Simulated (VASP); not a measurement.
Wanted: the native input for a VASP 6.6.1 run.

| Property | Result |
| --- | --- |
| Task | single point |
| Functional | PBEsol |
| Potentials or basis | VASP PAW PBE potentials, release 64 (Fe, Ge_d) |
| Cutoff | 520 eV |
| k mesh | 9 × 9 × 9 |
| Occupations | tetrahedron |
| Spin | collinear spin, ferromagnetic start |
| Starting moments | [0.75, 0.75, 0.75, 0.0] μB |
| Dipole correction | no |
| Further INCAR settings | ALGO = Normal; EDIFF = 1e-06; NBANDS = 31 |

The structure of Fe3Ge lies in POSCAR:

```
Fe3Ge
1.0
    3.7205193926      0.0000000000      0.0000000000
    0.0000000000      3.7205193926      0.0000000000
    0.0000000000      0.0000000000      3.7205193926
Fe Ge
3 1
Direct
    0.0000000000      0.5000000000      0.5000000000
    0.5000000000      0.5000000000      0.0000000000
    0.5000000000      0.0000000000      0.5000000000
    0.0000000000      0.0000000000      0.0000000000
```

One way to write it, as run:

INCAR

```
SYSTEM = Fe3Ge
PREC = Accurate
ENCUT = 520
EDIFF = 1E-6
ISMEAR = -5
SIGMA = 0.1
LREAL = .False.
LASPH = .True.
NELM = 150
ALGO = Normal
ISIF = 2
LWAVE = .False.
LCHARG = .False.
ISPIN = 2
MAGMOM = 0.75 0.75 0.75 0
LORBIT = 11
LMAXMIX = 4
GGA = PS
NBANDS = 31
```

KPOINTS

```
regular mesh
0
Gamma
  9 9 9
  0 0 0
```

Potentials or basis: VASP PAW PBE potentials, release 64 (Fe, Ge_d).

Run with:

```bash
$ cat potpaw_PBE.64/Fe/POTCAR potpaw_PBE.64/Ge_d/POTCAR > POTCAR
$ mpirun -np 1 vasp_std > vasp.out
```

Results of the run:

| Property | Result |
| --- | --- |
| Pressure | -17.5 GPa |
| Net moment | 6.64 μB per cell |
| Site moments | Fe +2.26; Ge -0.14 μB |
| Valence electrons inside the program's atomic spheres | Fe 7.12; Ge 12.40 |

Caveat: the cell stands under tension; the PAW data sets were made with another functional, which shifts forces and pressure a little; tetrahedron occupations give inexact forces and stress in metals.

Wall time 2.5 min on 1 thread of Intel Xeon 8259CL, with other jobs on the host, peak memory 0.23 GiB.
